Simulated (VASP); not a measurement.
# WC (P-6m2) in VASP: notebook

The runs below take WC through relaxation of cell and atoms, single point, with PBEsol+U, LDA, PBE0.

All numbers are computed with VASP 6.6.1; they aren't measurements. Logs are shortened: lines on timing, memory, paths and dates and some standing lists are left out, and cuts for length are marked.

### 1 The cell of the first run

Symmetry: P-6m2, No. 187, hexagonal system. Conventional cell: a = 2.907 Å, b = 2.907 Å, c = 2.837 Å, α = 90.00°, β = 90.00°, γ = 120.00°. W (site symmetry -6m2) has 6 C at 2.20 Å and 8 W at 2.84 to 2.91 Å within 3.0 Å. C (site symmetry -6m2) has 6 W at 2.20 Å and 8 C at 2.84 to 2.91 Å within 3.0 Å.

### 2 Relaxation of cell and atoms, PBEsol+U

The input, INCAR:

```
SYSTEM = WC
PREC = Accurate
ENCUT = 600
EDIFF = 1E-6
ISMEAR = -1
SIGMA = 0.05
LREAL = .False.
LASPH = .True.
NELM = 150
ALGO = Normal
ISIF = 3
LWAVE = .False.
LCHARG = .False.
LMAXMIX = 4
LDAU = .True.
LDAUTYPE = 2
LDAUL = 2 -1
LDAUU = 3.5 0
LDAUJ = 0 0
LDAUPRINT = 1
GGA = PS
IBRION = 2
NSW = 60
EDIFFG = -0.01
```

The input, KPOINTS:

```
Automatic mesh
0
Gamma
  10 10 9
  0 0 0
```

The input, POSCAR:

```
WC
1.0
    2.9065000000      0.0000000000      0.0000000000
   -1.4532500000      2.5171028361      0.0000000000
    0.0000000000      0.0000000000      2.8366000000
W C
1 1
Direct
    0.0000000000      0.0000000000      0.0000000000
    0.6666666667      0.3333333333      0.5000000000
```

Potentials or basis: VASP PAW PBE potentials, release 64 (W_sv, C).

Started as:

```sh
$ cat potpaw_PBE.64/W_sv/POTCAR potpaw_PBE.64/C/POTCAR > POTCAR
$ mpirun -np 1 vasp_std > vasp.out
```

OUTCAR:

```text
SYSTEM = WC
   PREC = Accurate
   ENCUT = 600
   EDIFF = 1E-6
   ISMEAR = -1
   LREAL = .False.
   LASPH = .True.
   NELM = 150
   ISIF = 3
   GGA = PS
   IBRION = 2
   NSW = 60
   EDIFFG = -0.01

 ion  position               nearest neighbor table
   1  0.000  0.000  0.000-   2 2.20   2 2.20   2 2.20   2 2.20   2 2.20   2 2.20
   2  0.667  0.333  0.500-   1 2.20   1 2.20   1 2.20   1 2.20   1 2.20   1 2.20

  LATTYP: Found a hexagonal cell.
 ALAT       =     2.9065000000
 C/A-ratio  =     0.9759504559

  Lattice vectors:

 A1 = (   2.9065000000,   0.0000000000,   0.0000000000)
 A2 = (  -1.4532500000,   2.5171028361,   0.0000000000)
 A3 = (   0.0000000000,   0.0000000000,   2.8366000000)

Analysis of symmetry for initial positions (statically):
=====================================================================
 Subroutine PRICEL returns:
 Original cell was already a primitive cell.

 Routine SETGRP: Setting up the symmetry group for a
 hexagonal supercell.

 Subroutine GETGRP returns: Found 12 space group operations
 (whereof 12 operations were pure point group operations)
 out of a pool of 24 trial point group operations.

The static configuration has the point symmetry D_3h.

Analysis of symmetry for dynamics (positions and initial velocities):
=====================================================================
 Subroutine PRICEL returns:
 Original cell was already a primitive cell.

 Routine SETGRP: Setting up the symmetry group for a
 hexagonal supercell.

 Subroutine GETGRP returns: Found 12 space group operations
 (whereof 12 operations were pure point group operations)
 out of a pool of 24 trial point group operations.

The dynamic configuration has the point symmetry D_3h.

 Subroutine INISYM returns: Found 12 space group operations
 (whereof 12 operations are pure point group operations),
 and found     1 'primitive' translations

----------------------------------------------------------------------------------------

                                     Primitive cell

  volume of cell :      20.7525

  direct lattice vectors                    reciprocal lattice vectors
     2.906500000  0.000000000  0.000000000     0.344056425  0.198641070  0.000000000
    -1.453250000  2.517102836  0.000000000     0.000000000  0.397282139  0.000000000
     0.000000000  0.000000000  2.836600000     0.000000000  0.000000000  0.352534725
[... 310 lines left out ...]
  ---------------------------------------------------
  free  energy   TOTEN  =       -19.9666692252 eV

  energy  without entropy=      -19.9644944388  energy(sigma->0) =      -19.96558183

atom =   1  type =  1  l = 2

 onsite density matrix

spin component  1

  0.3407  0.0000 -0.0000  0.0000  0.0000
  0.0000  0.3191 -0.0000 -0.0000 -0.0000
 -0.0000 -0.0000  0.3617  0.0000  0.0000
  0.0000 -0.0000  0.0000  0.3191 -0.0000
  0.0000 -0.0000  0.0000 -0.0000  0.3407

spin component  2

  0.3407  0.0000 -0.0000  0.0000  0.0000
  0.0000  0.3191 -0.0000 -0.0000 -0.0000
 -0.0000 -0.0000  0.3617  0.0000  0.0000
  0.0000 -0.0000  0.0000  0.3191 -0.0000
  0.0000 -0.0000  0.0000 -0.0000  0.3407

 occupancies and eigenvectors

  o =  0.3191  v =  0.0000 -0.0002  0.0000  1.0000  0.0000  0.0000  0.0000  0.0000  0.0000  0.0000      0.0000  0.0000  0.0000  0.0000  0.0000  0.0000  0.0000  0.0000  0.0000  0.0000
  o =  0.3191  v =  0.0000  0.0000  0.0000  0.0000  0.0000  0.0000 -0.0002  0.0000  1.0000  0.0000      0.0000  0.0000  0.0000  0.0000  0.0000  0.0000  0.0000  0.0000  0.0000  0.0000
  o =  0.3191  v =  0.0000  1.0000 -0.0000  0.0002  0.0000  0.0000  0.0000  0.0000  0.0000  0.0000      0.0000  0.0000  0.0000  0.0000  0.0000  0.0000  0.0000  0.0000  0.0000  0.0000
  o =  0.3191  v =  0.0000  0.0000  0.0000  0.0000  0.0000  0.0000  1.0000 -0.0000  0.0002  0.0000      0.0000  0.0000  0.0000  0.0000  0.0000  0.0000  0.0000  0.0000  0.0000  0.0000
  o =  0.3407  v =  1.0000  0.0000  0.0000  0.0000  0.0000  0.0000  0.0000  0.0000  0.0000  0.0000      0.0000  0.0000  0.0000  0.0000  0.0000  0.0000  0.0000  0.0000  0.0000  0.0000
  o =  0.3407  v =  0.0000  0.0000  0.0000  0.0000  0.0000  1.0000  0.0000  0.0000  0.0000  0.0000      0.0000  0.0000  0.0000  0.0000  0.0000  0.0000  0.0000  0.0000  0.0000  0.0000
  o =  0.3407  v =  0.0000  0.0000  0.0000  0.0000  0.0000  0.0000  0.0000  0.0000  0.0000 -1.0000      0.0000  0.0000  0.0000  0.0000  0.0000  0.0000  0.0000  0.0000  0.0000  0.0000
  o =  0.3407  v =  0.0000  0.0000  0.0000  0.0000 -1.0000  0.0000  0.0000  0.0000  0.0000  0.0000      0.0000  0.0000  0.0000  0.0000  0.0000  0.0000  0.0000  0.0000  0.0000  0.0000
  o =  0.3617  v =  0.0000  0.0000  0.0000  0.0000  0.0000  0.0000 -0.0000 -1.0000  0.0000 -0.0000      0.0000  0.0000  0.0000  0.0000  0.0000  0.0000  0.0000  0.0000  0.0000  0.0000
  o =  0.3617  v =  0.0000 -0.0000 -1.0000  0.0000 -0.0000  0.0000  0.0000  0.0000  0.0000  0.0000      0.0000  0.0000  0.0000  0.0000  0.0000  0.0000  0.0000  0.0000  0.0000  0.0000

--------------------------------------- Ionic step        6  -------------------------------------------

 number of electron      18.0000000 magnetization

 Free energy of the ion-electron system (eV)
  ---------------------------------------------------
  ext. energy  EPLUGINS =         0.00000000
  ---------------------------------------------------
  free energy    TOTEN  =       -19.96669278 eV

  energy without entropy =      -19.96452657  energy(sigma->0) =      -19.96560967

 E-fermi :  11.0295     XC(G=0): -13.8628

 val. band max:       11.0195775782   @ k =   0.0000   0.0000   0.3333
 cond. band min:      11.0592813046   @ k =   0.5000   0.0000   0.4444
 fundamental gap:      0.0397037264
 Fermi energy:        11.0295022676

 k-point     1 :       0.0000    0.0000    0.0000
  band No.  band energies     occupation
      1     -63.4616      2.00000
      2     -27.4260      2.00000
      3     -27.3264      2.00000
      4     -27.3264      2.00000
      5      -3.5039      2.00000
      6       6.7557      2.00000
      7       7.7582      2.00000
      8       7.7582      2.00000
      9      10.9944      1.33716
     10      14.3589      0.00000
     11      14.3589      0.00000
     12      16.5526      0.00000
     13      16.5526      0.00000
[... 354 lines left out ...]
  band No.  band energies     occupation
      1     -63.4030      2.00000
      2     -28.0434      2.00000
      3     -27.5407      2.00000
      4     -27.4009      2.00000
      5      -0.0032      2.00000
      6       4.0511      2.00000
      7       6.8683      2.00000
      8       8.2806      2.00000
      9       9.7539      2.00000
     10      13.7103      0.00000
     11      15.0223      0.00000
     12      15.9342      0.00000
     13      17.9209      0.00000

 [... further k-points ...]
[... 5 lines left out ...]
  --------------------------------------------------------------------------------------
  -------------------------------------------------------------------------------------
  Total        0.0059221      0.0059221      0.0053853      0.0000000      0.0000000      0.0000000
  in kB        0.4511963      0.4511963      0.4102961      0.0000000      0.0000000      0.0000000
  external PRESSURE =       0.4375629 kB  Pullay stress =       0.0000000 kB
[... 17 lines left out ...]
  FREE ENERGIE OF THE ION-ELECTRON SYSTEM (eV)
  ---------------------------------------------------
  free  energy   TOTEN  =       -19.9666927759 eV

  energy  without entropy=      -19.9645265740  energy(sigma->0) =      -19.96560967

 reached required accuracy - stopping structural energy minimisation
```

Wall time 33 s (1 thread of AMD EPYC 9R45 (Zen 5), shared host); peak memory 0.13 GiB.

What came out:

| Item | Value |
| --- | --- |
| Free energy | -19.9667 eV |
| Relaxed volume | 10.51 Å³/atom |
| Relaxed cell | a = 2.920 Å, b = 2.920 Å, c = 2.848 Å, α = 90.00°, β = 90.00°, γ = 120.00° |
| Space group after relaxing (to 0.1 Å) | P-6m2 (No. 187) |
| Energy gained by relaxing | 2.3 meV/atom |
| Ionic steps | 6 |
| Pressure after relaxing | 0.0 GPa |
| Band gap on the k mesh | zero (bands 9 and 10 overlap by 1.06 eV) |

Step by step:
| step | energy change (eV) | largest force (eV/Å) | pressure (GPa) | volume (Å³) |
| --- | --- | --- | --- | --- |
| 1 | 0.0000 | 0.0000 | 5.37 | 20.75 |
| 2 | 0.0294 | 0.0000 | -13.38 | 21.81 |
| 3 | -0.0046 | 0.0000 | -0.03 | 21.03 |
| 4 | -0.0046 | 0.0000 | 0.02 | 21.03 |
| 5 | -0.0046 | 0.0000 | 0.01 | 21.03 |
| 6 | -0.0046 | 0.0000 | 0.04 | 21.03 |

Final structure:
```xyz
2
Lattice="2.9202 0.0000 0.0000 -1.4601 2.5289 0.0000 0.0000 0.0000 2.8476" Properties=species:S:1:pos:R:3 pbc="T T T"
W     0.0000    0.0000    0.0000
C     1.4601    0.8430    1.4238
```

Levels at points of the mesh, in eV from the Fermi level:
| k point | band 6 | band 7 | band 8 | band 9 | band 10 | band 11 | band 12 | band 13 |
| --- | --- | --- | --- | --- | --- | --- | --- | --- |
| (0.00, 0.00, 0.00) | -4.27 | -3.27 | -3.27 | -0.04 | 3.33 | 3.33 | 5.52 | 5.52 |
| (0.50, 0.00, 0.00) | -7.16 | -3.54 | -3.51 | -0.57 | 2.45 | 4.51 | 4.80 | 6.75 |

Eigenvalues of the final occupation matrices:
| site | spin | trace | eigenvalues |
| --- | --- | --- | --- |
| site 1 d | 1 | 1.68 | 0.32 0.32 0.34 0.34 0.36 |
| site 1 d | 2 | 1.68 | 0.32 0.32 0.34 0.34 0.36 |

Caveat: the PAW data sets were made with another functional, which shifts forces and pressure a little; spin-orbit coupling is left out, which moves the levels of the heavy elements; U without spin polarisation on a metal has little footing; the U is typed as a test and isn't derived for this compound.

(Continued in part 2 of 2.)
